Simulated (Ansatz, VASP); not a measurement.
# One calculation of GaSb2, two programs

```
Sb Ga
1.0
     1.81412    3.14215    0.00000
    -1.81412    3.14215    0.00000
     0.00000   -2.09476   13.01599
Sb Ga
4 2
Direct
  0.29000 0.29000 0.87000
  0.71000 0.71000 0.13000
  0.12300 0.12300 0.36900
  0.87700 0.87700 0.63100
  0.41700 0.41700 0.25100
  0.58300 0.58300 0.74900
```

Alike in both runs: task single point; functional PBE; k mesh 6 × 6 × 6; no spin polarisation.

|  | VASP | Ansatz |
| --- | --- | --- |
| version | VASP 6.6.1 | Ansatz 0.2.0 |
| potentials or method | VASP PAW PBE potentials, release 64 (Sb, Ga_d), cutoff 520 eV | PAW plane waves |
| occupations | fermi-dirac, width 0.1 eV | fermi-dirac |
| valence electrons in the cell | 46 | 86 |

|  | VASP | Ansatz | Ansatz less VASP |
| --- | --- | --- | --- |
| gap on the k mesh at the Fermi level (eV) | none | none | - |
| pressure (GPa) | 13.1 | 12.9 | -0.15 |
| traceless stress, the component that is largest in VASP (GPa) | -0.36 | -0.23 | +0.128 |
| rms of the force components (eV/Å) | 1.183 | 1.175 | -0.0077 |

Atom by atom the forces differ by 0.008 eV/Å (rms over components). A gap of «none» marks a metal or a gap that the smearing closes. VASP's potentials hold 46 valence electrons a cell and Ansatz's 86, so a difference there can come from the potentials and not from the codes. Ansatz's warnings: structure snapped to symmetry.

Spin-orbit coupling is off throughout.
